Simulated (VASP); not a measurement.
**BAs: single point with RPBE**

BAs:

```
As B
1.0
     0.00000    2.41993    2.41993
     2.41993    0.00000    2.41993
     2.41993    2.41993    0.00000
As B
1 1
Direct
  0.75000 0.75000 0.75000
  0.00000 0.00000 0.00000
```

```json
{
  "Program": "VASP 6.6.1",
  "Task": "single point",
  "Functional": "RPBE",
  "Potentials or basis": "VASP PAW PBE potentials, release 64 (As, B)",
  "Cutoff": "520 eV",
  "k mesh": "10 × 10 × 10",
  "Occupations": "fermi-dirac, width 0.05 eV",
  "Spin": "no spin polarisation",
  "Dipole correction": "no",
  "Further INCAR settings": "ALGO = Normal; EDIFF = 1e-06; NBANDS = 11"
}
```

| Property | Result |
| --- | --- |
| Pressure | 0.6 GPa |
| Band gap on the k mesh | 1.25 eV, indirect (least direct gap 3.23 eV) |

Levels at points of the mesh, in eV from the valence-band top:
```csv
k point,band 2,band 3,band 4,band 5,band 6,band 7
"(0.00, 0.00, 0.00)",0.00,0.00,0.00,3.23,3.23,3.23
"(0.50, 0.00, 0.00)",-8.52,-1.76,-1.76,2.49,4.74,4.74
"(0.50, 0.50, 0.00)",-8.35,-3.92,-3.92,1.50,1.54,11.05
```

Run time: 15 s on 1 thread of Intel(R) Xeon(R) Platinum 8259CL CPU @ 2.50GHz (Skylake/Cascade Lake), with other jobs on the host, peak memory 0.16 GiB.

Caveat: the PAW data sets were made with another functional, which shifts forces and pressure a little. A hybrid or GW would open this gap; RPBE tends to underestimate it.
